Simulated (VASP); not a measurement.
# LiNbO3 (R-3c) in VASP: a series of runs

Runs on LiNbO3. Level: PBE. Tasks: single point.

Everything below comes from runs of VASP 6.6.1. Logs are shortened: lines on timing, memory, paths and dates and some standing lists are left out, and cuts for length are marked.

### Step 1. The cell of the first run

Symmetry: R-3c, No. 167, trigonal system. The conventional cell has a = 5.112 Å, b = 5.112 Å, c = 14.402 Å, α = 90.00°, β = 90.00°, γ = 120.00°. Within 2.5 Å of Li (site symmetry 32) lie 3 O at 1.90 Å. Within 2.7 Å of Nb (site symmetry -3) lie 6 O at 2.01 Å. Within 2.5 Å of O (site symmetry 2) lie 1 Li at 1.90 Å and 2 Nb at 2.01 Å.

### Step 2. Single point, PBE

The input, INCAR:

```
SYSTEM = LiNbO3
  PREC = Accurate
  ENCUT = 520
  EDIFF = 1E-7
  ISMEAR = 0
  SIGMA = 0.05
  LREAL = .FALSE.
  LASPH = .TRUE.
  NELM = 100
  ALGO = Normal
  ISIF = 2
  LWAVE = .FALSE.
  LCHARG = .FALSE.
  GGA = PE
  NBANDS = 45
```

The input, KPOINTS:

```
regular mesh
0
G
  6 6 6
  0 0 0
```

The input, POSCAR:

```
LiNbO3
1.0
    2.5559574486      1.4756827210      4.8005992799
   -2.5559574486      1.4756827210      4.8005992799
    0.0000000000     -2.9513654419      4.8005992799
Li Nb O
2 2 6
Direct
    0.2500000000      0.2500000000      0.2500000000
    0.7500000000      0.7500000000      0.7500000000
    0.0000000000      0.0000000000      0.0000000000
    0.5000000000      0.5000000000      0.5000000000
    0.1207624291      0.3792375709      0.7500000000
    0.7500000000      0.1207624291      0.3792375709
    0.3792375709      0.7500000000      0.1207624291
    0.8792375709      0.6207624291      0.2500000000
    0.2500000000      0.8792375709      0.6207624291
    0.6207624291      0.2500000000      0.8792375709
```

Potentials or basis: VASP PAW PBE potentials, release 64 (Li_sv, Nb_sv, O).

Run with:

```console
cat potpaw_PBE.64/Li_sv/POTCAR potpaw_PBE.64/Nb_sv/POTCAR potpaw_PBE.64/O/POTCAR > POTCAR
mpirun -np 1 vasp_std > vasp.out
```

OUTCAR:

```text
SYSTEM = LiNbO3
   PREC = Accurate
   ENCUT = 520
   EDIFF = 1E-7
   ISMEAR = 0
   LREAL = .FALSE.
   LASPH = .TRUE.
   NELM = 100
   ISIF = 2
   GGA = PE

 ion  position               nearest neighbor table
   1  0.250  0.250  0.250-   9 1.90  10 1.90   8 1.90
   2  0.750  0.750  0.750-   6 1.90   7 1.90   5 1.90
   3  0.000  0.000  0.000-   6 2.01   9 2.01   8 2.01   5 2.01   7 2.01  10 2.01
   4  0.500  0.500  0.500-   7 2.01  10 2.01   8 2.01   5 2.01   9 2.01   6 2.01
   5  0.121  0.379  0.750-   2 1.90   3 2.01   4 2.01
   6  0.750  0.121  0.379-   2 1.90   3 2.01   4 2.01
   7  0.379  0.750  0.121-   2 1.90   4 2.01   3 2.01
   8  0.879  0.621  0.250-   1 1.90   3 2.01   4 2.01
   9  0.250  0.879  0.621-   1 1.90   3 2.01   4 2.01
  10  0.621  0.250  0.879-   1 1.90   4 2.01   3 2.01

  LATTYP: Found a trigonal (rhomboedric) cell.
 ALAT       =     5.6352738548
 COS(alpha) =     0.5885593643

  Lattice vectors:

 A1 = (   2.5559574486,   1.4756827210,   4.8005992799)
 A2 = (  -2.5559574486,   1.4756827210,   4.8005992799)
 A3 = (   0.0000000000,  -2.9513654419,   4.8005992799)

Analysis of symmetry for initial positions (statically):
=====================================================================
 Subroutine PRICEL returns:
 Original cell was already a primitive cell.

 Routine SETGRP: Setting up the symmetry group for a
 trigonal (rhombohedral) supercell.

 Subroutine GETGRP returns: Found 12 space group operations
 (whereof  6 operations were pure point group operations)
 out of a pool of 12 trial point group operations.

The static configuration has the point symmetry S_6 .
 The point group associated with its full space group is D_3d.

Analysis of symmetry for dynamics (positions and initial velocities):
=====================================================================
 Subroutine PRICEL returns:
 Original cell was already a primitive cell.

 Routine SETGRP: Setting up the symmetry group for a
 trigonal (rhombohedral) supercell.

 Subroutine GETGRP returns: Found 12 space group operations
 (whereof  6 operations were pure point group operations)
 out of a pool of 12 trial point group operations.

The dynamic configuration has the point symmetry S_6 .
 The point group associated with its full space group is D_3d.

[... 120 lines left out ...]
   ISIF   =      2    stress and relaxation
   ISYM   =      2    0-nonsym 1-usesym 2-fastsym
   POTIM  = 0.5000    time-step for ionic-motion
   TEBEG  =    0.0;   TEEND  =   0.0 temperature during run
   PSTRESS=    0.0 pullay stress
   NELECT =      68.0000    total number of electrons
   NUPDOWN=      -1.0000    fix difference up-down
   EMIN   =  10.00;   EMAX   =-10.00  energy-range for DOS
   EFERMI =   0.00;   METHOD = LEGACY
   ISMEAR =     0;   SIGMA  =   0.05  broadening in eV -4-tet -1-fermi 0-gaus
   EFERMI_NEDOS =   21; number of points for ismear=-14 and -15
   IALGO  =     38    algorithm
   IMIX   =      4    mixing-type and parameters
     AMIX     =   0.40;   BMIX     =  1.00
     AMIX_MAG =   1.60;   BMIX_MAG =  1.00
  volume/ion in A,a.u.               =      10.86        73.31
  Fermi-wavevector in a.u.,A,eV,Ry     =   1.400383  2.646339 26.681995  1.961071
  Thomas-Fermi vector in A             =   2.523349
   LORBIT       =      0    0 simple, 1 ext, 2 COOP (PROOUT), +10 PAW based schemes
   GGA     = PE    functional components
   LHFCALC =     F    Hartree Fock is set to
   AEXX    =    0.0000 exact exchange contribution
   IVDW    =     0    specifies the selected vdW correction
   LEPSILON=     F    determine dielectric tensor
   LRPA    =     F    only Hartree local field effects (RPA)
 non-spin polarized calculation
 Gauss-broadening in eV      SIGMA  =   0.05
  energy-cutoff  :      520.00
  volume of cell :      108.64
 maximum number of plane-waves:      2955
 NGX is ok and might be reduce to    42

 number of electron      68.0000009 magnetization

 Free energy of the ion-electron system (eV)
  ---------------------------------------------------
  ext. energy  EPLUGINS =         0.00000000
  ---------------------------------------------------
  free energy    TOTEN  =       -79.53834195 eV

  energy without entropy =      -79.53834195  energy(sigma->0) =      -79.53834195

 E-fermi :   3.7450     XC(G=0): -10.6914

 val. band max:        3.5095062625   @ k =  -0.1667   0.1667   0.0000
 cond. band min:       5.8959488704   @ k =   0.5000   0.5000   0.0000
 fundamental gap:      2.3864426079
 Fermi energy:         3.7449729954

 k-point     1 :       0.0000    0.0000    0.0000
  band No.  band energies     occupation
      1     -51.1786      2.00000
      2     -51.1656      2.00000
      3     -39.0255      2.00000
      4     -39.0236      2.00000
      5     -27.3423      2.00000
      6     -27.3423      2.00000
[... 1141 lines left out ...]
     44      13.0282      0.00000
     45      13.5422      0.00000

 [... further k-points ...]

------------------------ aborting loop because EDIFF is reached ----------------------------------------

  FORCE on cell =-STRESS in cart. coord.  units (eV):
  Direction    XX          YY          ZZ          XY          YZ          ZX
  --------------------------------------------------------------------------------------
  -------------------------------------------------------------------------------------
  Total        0.3962093      0.3962093     -6.6427429     -0.0000000     -0.0000000      0.0000000
  in kB        5.8430813      5.8430813    -97.9635945     -0.0000000     -0.0000000      0.0000000
  external PRESSURE =     -28.7591439 kB  Pullay stress =       0.0000000 kB

 VOLUME and BASIS-vectors are now :
 -----------------------------------------------------------------------------
  energy-cutoff  :      520.00
  volume of cell :      108.64
      direct lattice vectors                 reciprocal lattice vectors
     2.555957449  1.475682721  4.800599280     0.195621410  0.112942074  0.069435775
    -2.555957449  1.475682721  4.800599280    -0.195621410  0.112942074  0.069435775
     0.000000000 -2.951365442  4.800599280     0.000000000 -0.225884147  0.069435775

 POSITION                                       TOTAL-FORCE (eV/Angst)
 -----------------------------------------------------------------------------------
      0.00000      0.00000      3.60045        -0.000000     -0.000000     -0.000000
      0.00000      0.00000     10.80135        -0.000000     -0.000000     -0.000000
      0.00000      0.00000      0.00000        -0.000000      0.000000     -0.000000
      0.00000      0.00000      7.20090        -0.000000      0.000000     -0.000000
     -0.66065     -1.47568      6.00075         0.402362     -0.000000     -0.000000
      1.60830      0.16570      6.00075        -0.201181      0.348455     -0.000000
     -0.94765      1.30998      6.00075        -0.201181     -0.348455     -0.000000
      0.66065      1.47568      8.40105        -0.402362      0.000000      0.000000
     -1.60830     -0.16570      8.40105         0.201181     -0.348455     -0.000000
      0.94765     -1.30998      8.40105         0.201181      0.348455     -0.000000
 -----------------------------------------------------------------------------------
    total drift:                                0.000000      0.000000     -0.000000

  FREE ENERGIE OF THE ION-ELECTRON SYSTEM (eV)
  ---------------------------------------------------
  free  energy   TOTEN  =       -79.5383419526 eV

  energy  without entropy=      -79.5383419526  energy(sigma->0) =      -79.53834195
```

It took 1.9 min on 1 thread of Intel Xeon 6975P-C (Granite Rapids), shared host; peak memory 0.32 GiB.

What came out:

- Free energy: -79.5383 eV
- Largest force: 0.402 eV/Å
- Band gap on the k mesh: 2.39 eV (least direct gap 2.50 eV)

Forces on the atoms (eV/Å):
```
Li   0.000  0.000  0.000
Li   0.000  0.000  0.000
Nb   0.000  0.000  0.000
Nb   0.000  0.000  0.000
O    0.402  0.000  0.000
O   -0.201  0.348  0.000
O   -0.201 -0.348  0.000
O   -0.402  0.000  0.000
O    0.201 -0.348  0.000
O    0.201  0.348  0.000
```

Levels at points of the mesh, in eV from the valence-band top:
| k point | band 32 | band 33 | band 34 | band 35 | band 36 | band 37 |
| --- | --- | --- | --- | --- | --- | --- |
| (0.00, 0.00, 0.00) | -0.17 | -0.07 | -0.07 | 2.43 | 2.43 | 2.79 |
| (0.50, 0.00, 0.00) | -0.33 | -0.23 | -0.23 | 3.85 | 3.85 | 3.92 |
| (0.50, 0.50, 0.00) | -0.46 | -0.38 | -0.28 | 2.39 | 3.34 | 3.68 |
| (0.50, 0.50, 0.50) | -0.19 | -0.19 | -0.19 | 4.18 | 4.18 | 4.19 |

Caveat: the cutoff is under 1.25 times the usual one of these potentials, so pressure, stress and relaxed cells hold a basis-set (Pulay) error.

### Step 3. Single point, PBE

This run uses another cell than the first one, of the same volume but with other edges.

The input, INCAR:

```
PREC = Accurate ; ENCUT = 520
EDIFF = 1E-6 ; ISMEAR = 0
SIGMA = 0.05 ; LREAL = F
LASPH = T ; NELM = 60
ALGO = Normal ; ISIF = 2
LWAVE = F ; LCHARG = F
GGA = PE ; NBANDS = 45
```

The input, KPOINTS:

```
regular mesh
0
Gamma
  6 6 6
```

POSCAR, as its differences from that of step 2:

```diff
@@ -2,5 +2,5 @@
 1.0
-    2.5559574486      1.4756827210      4.8005992799
-   -2.5559574486      1.4756827210      4.8005992799
-    0.0000000000     -2.9513654419      4.8005992799
+    2.8131840873      1.6241925901      3.9628386510
+   -2.8131840873      1.6241925901      3.9628386510
+    0.0000000000     -3.2483851801      3.9628386510
 Li Nb O
```

Potentials or basis: VASP PAW PBE potentials, release 64 (Li_sv, Nb_sv, O).

Run with:

```console
cat potpaw_PBE.64/Li_sv/POTCAR potpaw_PBE.64/Nb_sv/POTCAR potpaw_PBE.64/O/POTCAR > POTCAR
mpirun -np 1 vasp_std > vasp.out
```

It took 82 s on 1 thread of Intel Xeon 6975P-C (Granite Rapids), shared host; peak memory 0.31 GiB.

It converged, with:

```yaml
Free_energy: -77.7179 eV
Largest_force: 0.884 eV/Å
Band_gap_on_the_k_mesh: 1.34 eV
```

Forces in eV/Å, atoms in the order of the input:
```
Li   0.000  0.000  0.000
Li   0.000  0.000  0.000
Nb   0.000  0.000  0.000
Nb   0.000  0.000  0.000
O    0.884  0.000  0.000
O   -0.442  0.765  0.000
O   -0.442 -0.765  0.000
O   -0.884  0.000  0.000
O    0.442 -0.765  0.000
O    0.442  0.765  0.000
```

Levels at points of the mesh, in eV from the valence-band top:
| k point | band 30 | band 31 | band 32 | band 33 | band 34 | band 35 | band 36 | band 37 | band 38 | band 39 |
| --- | --- | --- | --- | --- | --- | --- | --- | --- | --- | --- |
| (0.00, 0.00, 0.00) | -0.81 | -0.81 | -0.17 | -0.17 | 0.00 | 1.34 | 2.04 | 2.04 | 3.78 | 3.78 |
| (0.50, 0.00, 0.00) | -0.90 | -0.39 | -0.39 | -0.34 | -0.34 | 3.00 | 3.00 | 3.41 | 3.41 | 3.46 |
| (0.50, 0.50, 0.00) | -1.73 | -1.25 | -0.97 | -0.85 | -0.07 | 1.70 | 2.45 | 2.85 | 3.67 | 3.98 |
| (0.50, 0.50, 0.50) | -0.88 | -0.88 | -0.88 | -0.85 | -0.85 | 2.47 | 2.47 | 3.50 | 3.50 | 3.50 |

Caveat: the cutoff is under 1.25 times the usual one of these potentials, so pressure, stress and relaxed cells hold a basis-set (Pulay) error.
